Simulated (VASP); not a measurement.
# NaF (Fdd2) in VASP: further runs

Aim: see how the results for NaF move with the level of theory and the settings. Levels: PBE, LDA. Tasks: density of states.

Everything below comes from runs of VASP 6.6.1. Logs are shortened: lines on timing, memory, paths and dates and some standing lists are left out, and cuts for length are marked.

### 1 The cell of the first run

It takes space group Fdd2 (No. 43, orthorhombic). Conventional cell: a = 3.300 Å, b = 6.349 Å, c = 11.485 Å, α = 90.00°, β = 90.00°, γ = 90.00°. Na (site symmetry 2) has 4 F at 2.24 to 2.25 Å within 3.0 Å. Within 3.0 Å of F (site symmetry 2) lie 4 Na at 2.24 to 2.25 Å.

### 2 Density of states, PBE

POSCAR

```
NaF
1.0
    0.0000000000      3.1745417000      5.7423775000
    1.6501899000      0.0000000000      5.7423775000
    1.6501899000      3.1745417000      0.0000000000
Na F
2 2
Direct
    0.1835050000      0.1835050000      0.8164950000
    0.4335050000      0.4335050000      0.0664950000
    0.8164950000      0.8164950000      0.1835050000
    0.0664950000      0.0664950000      0.4335050000
```

INCAR.step1

```
ALGO     = Normal         # electronic algorithm
EDIFF    = 1E-6           # SCF threshold, eV
ENCUT    = 520            # plane-wave cutoff, eV
GGA      = PE             # functional
ISIF     = 2              # what is computed and relaxed
ISMEAR   = 0              # smearing method
LASPH    = True           # aspherical terms in the spheres
LCHARG   = True           # write CHGCAR
LREAL    = False          # projectors in reciprocal space
LWAVE    = False          # write WAVECAR
NBANDS   = 22             # bands
NELM     = 60             # most SCF steps
PREC     = Accurate       # precision mode
SIGMA    = 0.02           # smearing width, eV
```

KPOINTS.step1

```
k-points
0
Gamma
  8 8 8
```

INCAR.step2

```
ALGO     = Normal         # electronic algorithm
EDIFF    = 1E-6           # SCF threshold, eV
ENCUT    = 520            # plane-wave cutoff, eV
GGA      = PE             # functional
ICHARG   = 11             # starting density
ISIF     = 2              # what is computed and relaxed
ISMEAR   = -5             # smearing method
LASPH    = True           # aspherical terms in the spheres
LCHARG   = False          # write CHGCAR
LORBIT   = 10             # projections on sites
LREAL    = False          # projectors in reciprocal space
LWAVE    = False          # write WAVECAR
NEDOS    = 1001           # points of the DOS
NELM     = 60             # most SCF steps
PREC     = Accurate       # precision mode
SIGMA    = 0.02           # smearing width, eV
```

KPOINTS.step2

```
k-points
0
Gamma
  12 12 12
```

Potentials or basis: VASP PAW PBE potentials, release 64 (Na_pv, F).

On the command line:

```sh
$ cat potpaw_PBE.64/Na_pv/POTCAR potpaw_PBE.64/F/POTCAR > POTCAR
$ cp INCAR.step1 INCAR
$ cp KPOINTS.step1 KPOINTS
$ mpirun -np 1 vasp_std > vasp.out
$ cp INCAR.step2 INCAR
$ cp KPOINTS.step2 KPOINTS
$ mpirun -np 1 vasp_std > vasp.out
```

OUTCAR:

```text
EDIFF = 1E-6
   ENCUT = 520
   GGA = PE
   ICHARG = 11
   ISIF = 2
   ISMEAR = -5
   LASPH = True
   LORBIT = 10
   LREAL = False
   NELM = 60
   PREC = Accurate

 ion  position               nearest neighbor table
   1  0.184  0.184  0.816-   4 2.24   4 2.24   3 2.25   3 2.25
   2  0.434  0.434  0.066-   3 2.24   3 2.24   4 2.25   4 2.25
   3  0.816  0.816  0.184-   2 2.24   2 2.24   1 2.25   1 2.25
   4  0.066  0.066  0.434-   1 2.24   1 2.24   2 2.25   2 2.25

  LATTYP: Found a face centered orthorhombic cell.
 ALAT       =     3.3003798000
 B/A-ratio  =     1.9237432613
 C/A-ratio  =     3.4798282913

  Lattice vectors:

 A1 = (   0.0000000000,   3.1745417000,   5.7423775000)
 A2 = (   1.6501899000,   0.0000000000,   5.7423775000)
 A3 = (   1.6501899000,   3.1745417000,   0.0000000000)

Analysis of symmetry for initial positions (statically):
=====================================================================
 Subroutine PRICEL returns:
 Original cell was already a primitive cell.

 Routine SETGRP: Setting up the symmetry group for a
 face centered orthorhombic supercell.

 Subroutine GETGRP returns: Found  4 space group operations
 (whereof  2 operations were pure point group operations)
 out of a pool of  8 trial point group operations.

The static configuration has the point symmetry C_2 .
 The point group associated with its full space group is C_2v.

Analysis of symmetry for dynamics (positions and initial velocities):
=====================================================================
 Subroutine PRICEL returns:
 Original cell was already a primitive cell.

 Routine SETGRP: Setting up the symmetry group for a
 face centered orthorhombic supercell.

 Subroutine GETGRP returns: Found  4 space group operations
 (whereof  2 operations were pure point group operations)
 out of a pool of  8 trial point group operations.

The dynamic configuration has the point symmetry C_2 .
 The point group associated with its full space group is C_2v.

 Subroutine INISYM returns: Found  4 space group operations
 (whereof  2 operations are pure point group operations),
 and found     1 'primitive' translations

----------------------------------------------------------------------------------------

                                     Primitive cell

  volume of cell :      60.1640
[... 102 lines left out ...]
   ISYM   =      2    0-nonsym 1-usesym 2-fastsym
   POTIM  = 0.5000    time-step for ionic-motion
   TEBEG  =    0.0;   TEEND  =   0.0 temperature during run
   PSTRESS=    0.0 pullay stress
   NELECT =      28.0000    total number of electrons
   NUPDOWN=      -1.0000    fix difference up-down
   EMIN   =  10.00;   EMAX   =-10.00  energy-range for DOS
   EFERMI =   0.00;   METHOD = LEGACY
   ISMEAR =    -5;   SIGMA  =   0.02  broadening in eV -4-tet -1-fermi 0-gaus
   EFERMI_NEDOS =   21; number of points for ismear=-14 and -15
   IALGO  =     38    algorithm
   IMIX   =      4    mixing-type and parameters
     AMIX     =   0.40;   BMIX     =  1.00
     AMIX_MAG =   1.60;   BMIX_MAG =  1.00
  volume/ion in A,a.u.               =      15.04       101.50
  Fermi-wavevector in a.u.,A,eV,Ry     =   1.268670  2.397438 21.898891  1.609523
  Thomas-Fermi vector in A             =   2.401752
   LORBIT       =     10    0 simple, 1 ext, 2 COOP (PROOUT), +10 PAW based schemes
   GGA     = PE    functional components
   LHFCALC =     F    Hartree Fock is set to
   AEXX    =    0.0000 exact exchange contribution
   IVDW    =     0    specifies the selected vdW correction
   LEPSILON=     F    determine dielectric tensor
   LRPA    =     F    only Hartree local field effects (RPA)
 non-spin polarized calculation
 Fermi weights with tetrahedron method with Bloechl corrections
  energy-cutoff  :      520.00
  volume of cell :       60.16
 maximum number of plane-waves:      1642
 NGX is ok and might be reduce to    50

 number of electron      28.0000001 magnetization

 Free energy of the ion-electron system (eV)
  ---------------------------------------------------
  ext. energy  EPLUGINS =         0.00000000
  ---------------------------------------------------
  free energy    TOTEN  =       -16.76826321 eV

  energy without entropy =      -16.76826321  energy(sigma->0) =      -16.76826321

 E-fermi :  -2.7678     XC(G=0):  -8.1913

 val. band max:       -2.7691505878   @ k =   0.0000   0.0000   0.0000
 cond. band min:       2.5997098104   @ k =   0.0000   0.0000   0.0000
 fundamental gap:      5.3688603981
 Fermi energy:        -2.7677707433

 k-point     1 :       0.0000    0.0000    0.0000
  band No.  band energies     occupation
      1     -22.6880      2.00000
      2     -22.1813      2.00000
      3     -22.1721      2.00000
      4     -22.1044      2.00000
      5     -22.1025      2.00000
      6     -22.0925      2.00000
[... 481 lines left out ...]
      5     -22.1416      2.00000
      6     -22.1257      2.00000
[... 10 lines left out ...]
     17       8.6887      0.00000
     18      10.4785      0.00000

 [... further k-points ...]

------------------------ aborting loop because EDIFF is reached ----------------------------------------

  FORCE on cell =-STRESS in cart. coord.  units (eV):
  Direction    XX          YY          ZZ          XY          YZ          ZX
  --------------------------------------------------------------------------------------
  -------------------------------------------------------------------------------------
  Total       -0.0178890     -0.0423316     -0.0011561      0.0000000      0.0000000      0.0000000
  in kB       -0.4763878     -1.1272968     -0.0307868      0.0000000      0.0000000      0.0000000
  external PRESSURE =      -0.5448238 kB  Pullay stress =       0.0000000 kB

 VOLUME and BASIS-vectors are now :
 -----------------------------------------------------------------------------
  energy-cutoff  :      520.00
  volume of cell :       60.16
      direct lattice vectors                 reciprocal lattice vectors
     0.000000000  3.174541700  5.742377500    -0.302995431  0.157503050  0.087071949
     1.650189900  0.000000000  5.742377500     0.302995431 -0.157503050  0.087071949
     1.650189900  3.174541700  0.000000000     0.302995431  0.157503050 -0.087071949

 POSITION                                       TOTAL-FORCE (eV/Angst)
 -----------------------------------------------------------------------------------
      1.65019      3.17454      2.10751         0.000000     -0.000000      0.001836
      0.82509      1.58727      4.97870        -0.000000      0.000000      0.001836
      1.65019      3.17454      9.37725        -0.000000      0.000000     -0.001836
      0.82509      1.58727      0.76368         0.000000     -0.000000     -0.001836
 -----------------------------------------------------------------------------------
    total drift:                                0.000089      0.000052     -0.000141

  FREE ENERGIE OF THE ION-ELECTRON SYSTEM (eV)
  ---------------------------------------------------
  free  energy   TOTEN  =       -16.7682632115 eV

  energy  without entropy=      -16.7682632115  energy(sigma->0) =      -16.76826321

 total charge

# of ion       s       p       d       tot
------------------------------------------
    1        0.048   5.990   0.000   6.039
    2        0.048   5.990   0.000   6.039
    3        1.729   4.369   0.000   6.098
    4        1.729   4.369   0.000   6.098
--------------------------------------------------
tot          3.555  20.718   0.000  24.273
```

Wall time 4.5 min (1 thread of Intel Xeon Platinum 8488C (Sapphire Rapids), shared host); peak memory 0.4 GiB.

What came out:

```
Valence electrons inside the program's atomic spheres : Na 6.04; F 6.10
```

### 3 Density of states, LDA

POSCAR is that of step 2.

INCAR.step1

```
SYSTEM = NaF
ALGO     = Normal         ! electronic algorithm
EDIFF    = 1E-6           ! SCF threshold, eV
ENCUT    = 520            ! plane-wave cutoff, eV
GGA      = CA             ! functional
ISIF     = 2              ! what is computed and relaxed
ISMEAR   = 0              ! smearing method
LASPH    = .True.         ! aspherical terms in the spheres
LCHARG   = .True.         ! write CHGCAR
LREAL    = .False.        ! projectors in reciprocal space
LWAVE    = .False.        ! write WAVECAR
NBANDS   = 22             ! bands
NELM     = 80             ! most SCF steps
PREC     = Accurate       ! precision mode
SIGMA    = 0.02           ! smearing width, eV
```

KPOINTS.step1

```
k-points
0
Gamma
  8 8 8
  0 0 0
```

INCAR.step2

```
SYSTEM = NaF
ALGO     = Normal         ! electronic algorithm
EDIFF    = 1E-6           ! SCF threshold, eV
ENCUT    = 520            ! plane-wave cutoff, eV
GGA      = CA             ! functional
ICHARG   = 11             ! starting density
ISIF     = 2              ! what is computed and relaxed
ISMEAR   = -5             ! smearing method
LASPH    = .True.         ! aspherical terms in the spheres
LCHARG   = .False.        ! write CHGCAR
LORBIT   = 11             ! projections on sites
LREAL    = .False.        ! projectors in reciprocal space
LWAVE    = .False.        ! write WAVECAR
NBANDS   = 22             ! bands
NEDOS    = 2001           ! points of the DOS
NELM     = 80             ! most SCF steps
PREC     = Accurate       ! precision mode
SIGMA    = 0.02           ! smearing width, eV
```

KPOINTS.step2

```
k-points
0
Gamma
  12 12 12
  0 0 0
```

Potentials or basis: VASP PAW LDA potentials, release 64 (Na_pv, F).

On the command line:

```sh
$ cat potpaw_LDA.64/Na_pv/POTCAR potpaw_LDA.64/F/POTCAR > POTCAR
$ cp INCAR.step1 INCAR
$ cp KPOINTS.step1 KPOINTS
$ mpirun -np 1 vasp_std > vasp.out
$ cp INCAR.step2 INCAR
$ cp KPOINTS.step2 KPOINTS
$ mpirun -np 1 vasp_std > vasp.out
```

OUTCAR:

```text
SYSTEM = NaF
   EDIFF = 1E-6
   ENCUT = 520
   GGA = CA
   ICHARG = 11
   ISIF = 2
   ISMEAR = -5
   LASPH = .True.
   LORBIT = 11
   LREAL = .False.
   NELM = 80
   PREC = Accurate

 ion  position               nearest neighbor table
   1  0.184  0.184  0.816-   4 2.24   4 2.24   3 2.25   3 2.25
   2  0.434  0.434  0.066-   3 2.24   3 2.24   4 2.25   4 2.25
   3  0.816  0.816  0.184-   2 2.24   2 2.24   1 2.25   1 2.25
   4  0.066  0.066  0.434-   1 2.24   1 2.24   2 2.25   2 2.25

  LATTYP: Found a face centered orthorhombic cell.
 ALAT       =     3.3003798000
 B/A-ratio  =     1.9237432613
 C/A-ratio  =     3.4798282913

  Lattice vectors:

 A1 = (   0.0000000000,   3.1745417000,   5.7423775000)
 A2 = (   1.6501899000,   0.0000000000,   5.7423775000)
 A3 = (   1.6501899000,   3.1745417000,   0.0000000000)

Analysis of symmetry for initial positions (statically):
=====================================================================
 Subroutine PRICEL returns:
 Original cell was already a primitive cell.

 Routine SETGRP: Setting up the symmetry group for a
 face centered orthorhombic supercell.
[... 187 lines left out ...]
      4     -22.3446      2.00000
      5     -22.3442      2.00000
      6     -22.3341      2.00000
[... 589 lines left out ...]
     21      13.4654      0.00000
     22      14.5668      0.00000

 [... further k-points ...]

------------------------ aborting loop because EDIFF is reached ----------------------------------------

  FORCE on cell =-STRESS in cart. coord.  units (eV):
  Direction    XX          YY          ZZ          XY          YZ          ZX
  --------------------------------------------------------------------------------------
  -------------------------------------------------------------------------------------
  Total       -1.7367803     -1.4804653     -1.8891826      0.0000000      0.0000000      0.0000000
  in kB      -46.2507495    -39.4250384    -50.3092476      0.0000000      0.0000000      0.0000000
  external PRESSURE =     -45.3283452 kB  Pullay stress =       0.0000000 kB

 VOLUME and BASIS-vectors are now :
 -----------------------------------------------------------------------------
  energy-cutoff  :      520.00
  volume of cell :       60.16
      direct lattice vectors                 reciprocal lattice vectors
     0.000000000  3.174541700  5.742377500    -0.302995431  0.157503050  0.087071949
     1.650189900  0.000000000  5.742377500     0.302995431 -0.157503050  0.087071949
     1.650189900  3.174541700  0.000000000     0.302995431  0.157503050 -0.087071949

 POSITION                                       TOTAL-FORCE (eV/Angst)
 -----------------------------------------------------------------------------------
      1.65019      3.17454      2.10751         0.000000      0.000000      0.016679
      0.82509      1.58727      4.97870         0.000000     -0.000000      0.016679
      1.65019      3.17454      9.37725         0.000000      0.000000     -0.016679
      0.82509      1.58727      0.76368         0.000000     -0.000000     -0.016679
 -----------------------------------------------------------------------------------
    total drift:                                0.000080      0.000054     -0.000101

  FREE ENERGIE OF THE ION-ELECTRON SYSTEM (eV)
  ---------------------------------------------------
  free  energy   TOTEN  =       -18.0467577205 eV

  energy  without entropy=      -18.0467577205  energy(sigma->0) =      -18.04675772

 total charge

# of ion       s       p       d       tot
------------------------------------------
    1        0.050   5.990   0.000   6.040
    2        0.050   5.990   0.000   6.040
    3        1.720   4.341   0.000   6.061
    4        1.720   4.341   0.000   6.061
--------------------------------------------------
tot          3.541  20.662   0.000  24.202
```

OUTCAR.step1:

```text
SYSTEM = NaF
   EDIFF = 1E-6
   ENCUT = 520
   GGA = CA
   ISIF = 2
   ISMEAR = 0
[... 833 lines left out ...]
      1.65019      3.17454      2.10751         0.000000      0.000000      0.016673
      0.82509      1.58727      4.97870         0.000000      0.000000      0.016673
      1.65019      3.17454      9.37725         0.000000     -0.000000     -0.016673
      0.82509      1.58727      0.76368         0.000000      0.000000     -0.016673
 -----------------------------------------------------------------------------------
    total drift:                                0.000079      0.000054     -0.000138

  FREE ENERGIE OF THE ION-ELECTRON SYSTEM (eV)
  ---------------------------------------------------
  free  energy   TOTEN  =       -18.0467576741 eV

  energy  without entropy=      -18.0467576741  energy(sigma->0) =      -18.04675767
```

Wall time 6.1 min (1 thread of Intel Xeon Platinum 8488C (Sapphire Rapids), shared host); peak memory 0.39 GiB.

Results:

| Item | Value |
| --- | --- |
| Valence electrons inside the program's atomic spheres | Na 6.04; F 6.06 |
